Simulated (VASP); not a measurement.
# NaCl (Pm-3m) in VASP: a series of runs

The runs below take NaCl through single point, with PBE.

Everything below comes from runs of VASP 6.6.1. Logs are shortened: lines on timing, memory, paths and dates and some standing lists are left out, and cuts for length are marked.

**1. The cell of the first run**

It takes space group Pm-3m (No. 221, cubic). Conventional cell: a = 3.470 Å, b = 3.470 Å, c = 3.470 Å, α = 90.00°, β = 90.00°, γ = 90.00°. Na (site symmetry m-3m) has 8 Cl at 3.00 Å and 6 Na at 3.47 Å within 4.0 Å. Within 4.0 Å of Cl (site symmetry m-3m) lie 8 Na at 3.00 Å and 6 Cl at 3.47 Å.

**2. Single point, PBE (volume scaled by 0.97)**

Contents of INCAR:

```
SYSTEM = NaCl
PREC     = Accurate       ! precision mode
ENCUT    = 520            ! plane-wave cutoff, eV
EDIFF    = 1E-6           ! SCF threshold, eV
ISMEAR   = 0              ! smearing method
SIGMA    = 0.02           ! smearing width, eV
LREAL    = .FALSE.        ! projectors in reciprocal space
LASPH    = .TRUE.         ! aspherical terms in the spheres
NELM     = 60             ! most SCF steps
ALGO     = Normal         ! electronic algorithm
ISIF     = 2              ! what is computed and relaxed
LWAVE    = .FALSE.        ! write WAVECAR
LCHARG   = .TRUE.         ! write CHGCAR
GGA      = PE             ! functional
LELF     = .TRUE.         ! ELF
LVHAR    = .TRUE.       
NBANDS   = 14             ! bands
```

Contents of KPOINTS:

```
regular mesh
0
G
  6 6 6
  0 0 0
```

Contents of POSCAR:

```
NaCl
1.0
    3.4695979810      0.0000000000      0.0000000000
    0.0000000000      3.4695979810      0.0000000000
    0.0000000000      0.0000000000      3.4695979810
Na Cl
1 1
Direct
    0.0000000000      0.0000000000      0.0000000000
    0.5000000000      0.5000000000      0.5000000000
```

Potentials or basis: VASP PAW PBE potentials, release 64 (Na_pv, Cl).

Started as:

```bash
cat potpaw_PBE.64/Na_pv/POTCAR potpaw_PBE.64/Cl/POTCAR > POTCAR
mpirun -np 1 vasp_std > vasp.out
```

OUTCAR:

```text
SYSTEM = NaCl
   PREC = Accurate
   ENCUT = 520
   EDIFF = 1E-6
   ISMEAR = 0
   LREAL = .FALSE.
   LASPH = .TRUE.
   NELM = 60
   ISIF = 2
   GGA = PE

 ion  position               nearest neighbor table
   1  0.000  0.000  0.000-
   2  0.500  0.500  0.500-

  LATTYP: Found a simple cubic cell.
 ALAT       =     3.4695979810

  Lattice vectors:

 A1 = (   3.4695979810,   0.0000000000,   0.0000000000)
 A2 = (   0.0000000000,   3.4695979810,   0.0000000000)
 A3 = (   0.0000000000,   0.0000000000,   3.4695979810)

Analysis of symmetry for initial positions (statically):
=====================================================================
 Subroutine PRICEL returns:
 Original cell was already a primitive cell.

 Routine SETGRP: Setting up the symmetry group for a
 simple cubic supercell.

 Subroutine GETGRP returns: Found 48 space group operations
 (whereof 48 operations were pure point group operations)
 out of a pool of 48 trial point group operations.

The static configuration has the point symmetry O_h .

Analysis of symmetry for dynamics (positions and initial velocities):
=====================================================================
 Subroutine PRICEL returns:
 Original cell was already a primitive cell.

 Routine SETGRP: Setting up the symmetry group for a
 simple cubic supercell.

 Subroutine GETGRP returns: Found 48 space group operations
 (whereof 48 operations were pure point group operations)
 out of a pool of 48 trial point group operations.

The dynamic configuration has the point symmetry O_h .

 Subroutine INISYM returns: Found 48 space group operations
 (whereof 48 operations are pure point group operations),
 and found     1 'primitive' translations

----------------------------------------------------------------------------------------

                                     Primitive cell

  volume of cell :      41.7674

  direct lattice vectors                    reciprocal lattice vectors
     3.469597981  0.000000000  0.000000000     0.288217830  0.000000000  0.000000000
     0.000000000  3.469597981  0.000000000     0.000000000  0.288217830  0.000000000
     0.000000000  0.000000000  3.469597981     0.000000000  0.000000000  0.288217830

  length of vectors
     3.469597981  3.469597981  3.469597981     0.288217830  0.288217830  0.288217830

  position of ions in fractional coordinates (direct lattice)
     0.000000000  0.000000000  0.000000000
     0.500000000  0.500000000  0.500000000

  ion indices of the primitive-cell ions
   primitive index   ion index
                 1           1
                 2           2

----------------------------------------------------------------------------------------

 KPOINTS: regular mesh

Automatic generation of k-mesh.
 Grid dimensions read from file:
 generate k-points for:    6    6    6

 Generating k-lattice:

  Cartesian coordinates                     Fractional coordinates (reciprocal lattice)
     0.048036305  0.000000000  0.000000000     0.166666667  0.000000000  0.000000000
     0.000000000  0.048036305  0.000000000     0.000000000  0.166666667  0.000000000
     0.000000000  0.000000000  0.048036305     0.000000000  0.000000000  0.166666667

  Length of vectors
     0.048036305  0.048036305  0.048036305

  Shift w.r.t. Gamma in fractional coordinates (k-lattice)
     0.000000000  0.000000000  0.000000000

 Subroutine IBZKPT returns following result:
 ===========================================

 Found     20 irreducible k-points:

 Following reciprocal coordinates:
            Coordinates               Weight
  0.000000  0.000000  0.000000      1.000000
  0.166667  0.000000  0.000000      6.000000
  0.333333  0.000000  0.000000      6.000000
  0.500000  0.000000  0.000000      3.000000
  0.166667  0.166667  0.000000     12.000000
  0.333333  0.166667  0.000000     24.000000
[... 12 lines left out ...]
  0.500000  0.500000  0.333333      6.000000
  0.500000  0.500000  0.500000      1.000000
   k-points           NKPTS =     20   k-points in BZ     NKDIM =     20   number of bands    NBANDS=     14
   number of dos      NEDOS =    301   number of ions     NIONS =      2
   total plane-waves  NPLWV =  21952
   dimension x,y,z NGX =    28 NGY =   28 NGZ =   28
   dimension x,y,z NGXF=    56 NGYF=   56 NGZF=   56
   ions per type =               1   1
   NGX,Y,Z   is equivalent  to a cutoff of  13.42, 13.42, 13.42 a.u.
   NGXF,Y,Z  is equivalent  to a cutoff of  26.83, 26.83, 26.83 a.u.
 SYSTEM =  NaCl
   PREC   = accura    normal or accurate (medium, high low for compatibility)
   ISTART =      0    job   : 0-new  1-cont  2-samecut
   ICHARG =      2    charge: 1-file 2-atom 10-const
   ISPIN  =      1    spin polarized calculation?
   LNONCOLLINEAR =      F non collinear calculations
   LSORBIT =      F    spin-orbit coupling
   LASPH  =      T    aspherical Exc in radial PAW
   ENCUT  =  520.0 eV  38.22 Ry    6.18 a.u.   6.45  6.45  6.45*2*pi/ulx,y,z
   NELM   =     60;   NELMIN=  2; NELMDL= -5     # of ELM steps
   EDIFF  = 0.1E-05   stopping-criterion for ELM
   LREAL  =      F    real-space projection
   EDIFFG = 0.1E-04   stopping-criterion for IOM
   NSW    =      0    number of steps for IOM
   IBRION =     -1    ionic relax: 0-MD 1-quasi-New 2-CG
   NFREE  =      0    steps in history (QN), initial steepest desc. (CG)
   ISIF   =      2    stress and relaxation
   ISYM   =      2    0-nonsym 1-usesym 2-fastsym
   POTIM  = 0.5000    time-step for ionic-motion
   TEBEG  =    0.0;   TEEND  =   0.0 temperature during run
   PSTRESS=    0.0 pullay stress
   NELECT =      14.0000    total number of electrons
   NUPDOWN=      -1.0000    fix difference up-down
   EMIN   =  10.00;   EMAX   =-10.00  energy-range for DOS
   EFERMI =   0.00;   METHOD = LEGACY
   ISMEAR =     0;   SIGMA  =   0.02  broadening in eV -4-tet -1-fermi 0-gaus
   EFERMI_NEDOS =   21; number of points for ismear=-14 and -15
   IALGO  =     38    algorithm
   IMIX   =      4    mixing-type and parameters
     AMIX     =   0.40;   BMIX     =  1.00
     AMIX_MAG =   1.60;   BMIX_MAG =  1.00
  volume/ion in A,a.u.               =      20.88       140.93
  Fermi-wavevector in a.u.,A,eV,Ry     =   1.137204  2.149004 17.595500  1.293233
  Thomas-Fermi vector in A             =   2.273909
   LORBIT       =      0    0 simple, 1 ext, 2 COOP (PROOUT), +10 PAW based schemes
   GGA     = PE    functional components
   LHFCALC =     F    Hartree Fock is set to
   AEXX    =    0.0000 exact exchange contribution
   IVDW    =     0    specifies the selected vdW correction
   LEPSILON=     F    determine dielectric tensor
   LRPA    =     F    only Hartree local field effects (RPA)
 non-spin polarized calculation
 Gauss-broadening in eV      SIGMA  =   0.02
  energy-cutoff  :      520.00
  volume of cell :       41.77
 maximum number of plane-waves:      1141
 NGX is ok and might be reduce to    28
   NGX = 13   NGY = 13   NGZ = 13

 number of electron      13.9999994 magnetization

 Free energy of the ion-electron system (eV)
  ---------------------------------------------------
  ext. energy  EPLUGINS =         0.00000000
  ---------------------------------------------------
  free energy    TOTEN  =        -6.46477539 eV

  energy without entropy =       -6.46477539  energy(sigma->0) =       -6.46477539

 E-fermi :   0.7763     XC(G=0):  -8.5544

 val. band max:        0.6225762417   @ k =   0.5000   0.5000   0.0000
 cond. band min:       4.6964891139   @ k =   0.0000   0.0000   0.0000
 fundamental gap:      4.0739128722
 Fermi energy:         0.7762697114

 k-point     1 :       0.0000    0.0000    0.0000
  band No.  band energies     occupation
      1     -21.4243      2.00000
      2     -21.4243      2.00000
      3     -21.4243      2.00000
      4     -12.8526      2.00000
      5       0.1088      2.00000
      6       0.1088      2.00000
      7       0.1088      2.00000
      8       4.6965      0.00000
      9       9.1715      0.00000
     10       9.1715      0.00000
     11      16.5779      0.00000
     12      16.5979      0.00000
     13      16.6318      0.00000
     14      16.6352      0.00000

 k-point     2 :       0.1667    0.0000    0.0000
  band No.  band energies     occupation
      1     -21.4357      2.00000
      2     -21.4232      2.00000
      3     -21.4232      2.00000
      4     -12.7620      2.00000
      5      -0.7165      2.00000
      6       0.1673      2.00000
      7       0.1673      2.00000
      8       5.4359      0.00000
      9       9.4789      0.00000
     10       9.7510      0.00000
     11      14.6184      0.00000
     12      14.6184      0.00000
     13      15.9383      0.00000
     14      16.8444      0.00000

 k-point     3 :       0.3333    0.0000    0.0000
  band No.  band energies     occupation
      1     -21.4584      2.00000
      2     -21.4212      2.00000
      3     -21.4212      2.00000
      4     -12.5697      2.00000
      5      -1.9373      2.00000
      6       0.2891      2.00000
      7       0.2891      2.00000
      8       6.7236      0.00000
      9      10.0249      0.00000
     10      10.3395      0.00000
     11      13.0946      0.00000
     12      13.0946      0.00000
     13      15.1284      0.00000
     14      16.6606      0.00000

 k-point     4 :       0.5000    0.0000    0.0000
  band No.  band energies     occupation
      1     -21.4696      2.00000
      2     -21.4202      2.00000
      3     -21.4202      2.00000
      4     -12.4673      2.00000
      5      -2.4436      2.00000
      6       0.3527      2.00000
      7       0.3527      2.00000
      8       7.6342      0.00000
      9       9.3805      0.00000
     10      11.1258      0.00000
     11      12.5353      0.00000
     12      12.5353      0.00000
     13      13.6928      0.00000
     14      17.6718      0.00000

 k-point     5 :       0.1667    0.1667    0.0000
  band No.  band energies     occupation
      1     -21.4355      2.00000
      2     -21.4330      2.00000
      3     -21.4223      2.00000
      4     -12.6766      2.00000
      5      -0.7536      2.00000
      6      -0.4650      2.00000
      7       0.2271      2.00000
      8       6.1029      0.00000
      9       9.7656      0.00000
     10      10.1853      0.00000
     11      13.1207      0.00000
[... 208 lines left out ...]
 k-point    18 :       0.5000    0.3333    0.3333
  band No.  band energies     occupation
      1     -21.4567      2.00000
      2     -21.4461      2.00000
      3     -21.4451      2.00000
      4     -12.0440      2.00000
      5      -1.5651      2.00000
      6      -1.0450      2.00000
      7      -0.9592      2.00000
      8       7.5158      0.00000
      9       8.3233      0.00000
     10       8.9180      0.00000
     11      14.1120      0.00000
     12      14.5381      0.00000
     13      14.8144      0.00000
     14      16.0568      0.00000

 k-point    19 :       0.5000    0.5000    0.3333
  band No.  band energies     occupation
      1     -21.4549      2.00000
      2     -21.4549      2.00000
      3     -21.4442      2.00000
      4     -11.9677      2.00000
      5      -1.4249      2.00000
      6      -1.4249      2.00000
      7      -0.8927      2.00000
      8       7.2166      0.00000
      9       8.3809      0.00000
     10       8.3809      0.00000
     11      13.6034      0.00000
     12      14.6165      0.00000
     13      16.3457      0.00000
     14      16.3457      0.00000

 k-point    20 :       0.5000    0.5000    0.5000
  band No.  band energies     occupation
      1     -21.4534      2.00000
      2     -21.4534      2.00000
      3     -21.4534      2.00000
      4     -11.8908      2.00000
      5      -1.3085      2.00000
      6      -1.3085      2.00000
      7      -1.3085      2.00000
      8       7.7447      0.00000
      9       7.7447      0.00000
     10       7.7447      0.00000
     11      12.4985      0.00000
     12      16.7788      0.00000
     13      16.7788      0.00000
     14      16.7788      0.00000

------------------------ aborting loop because EDIFF is reached ----------------------------------------

  FORCE on cell =-STRESS in cart. coord.  units (eV):
  Direction    XX          YY          ZZ          XY          YZ          ZX
  --------------------------------------------------------------------------------------
  -------------------------------------------------------------------------------------
  Total        0.2204043      0.2204043      0.2204043      0.0000000      0.0000000      0.0000000
  in kB        8.4546028      8.4546028      8.4546028      0.0000000      0.0000000      0.0000000
  external PRESSURE =       8.4546028 kB  Pullay stress =       0.0000000 kB

 VOLUME and BASIS-vectors are now :
 -----------------------------------------------------------------------------
  energy-cutoff  :      520.00
  volume of cell :       41.77
      direct lattice vectors                 reciprocal lattice vectors
     3.469597981  0.000000000  0.000000000     0.288217830  0.000000000  0.000000000
     0.000000000  3.469597981  0.000000000     0.000000000  0.288217830  0.000000000
     0.000000000  0.000000000  3.469597981     0.000000000  0.000000000  0.288217830

 POSITION                                       TOTAL-FORCE (eV/Angst)
 -----------------------------------------------------------------------------------
      0.00000      0.00000      0.00000         0.000000      0.000000      0.000000
      1.73480      1.73480      1.73480         0.000000      0.000000      0.000000
 -----------------------------------------------------------------------------------
    total drift:                                0.000000      0.000000      0.000000

  FREE ENERGIE OF THE ION-ELECTRON SYSTEM (eV)
  ---------------------------------------------------
  free  energy   TOTEN  =        -6.4647753857 eV

  energy  without entropy=       -6.4647753857  energy(sigma->0) =       -6.46477539
```

Wall time 6 s (1 thread of AMD EPYC 9R45 (Zen 5), shared host); peak memory 0.12 GiB.

What came out:

```
Free energy            : -6.4648 eV
Pressure               : 0.8 GPa
Band gap on the k mesh : 4.07 eV, indirect (least direct gap 4.59 eV)
```

 A k mesh can miss the band edges.

(Continued in part 2 of 2.)
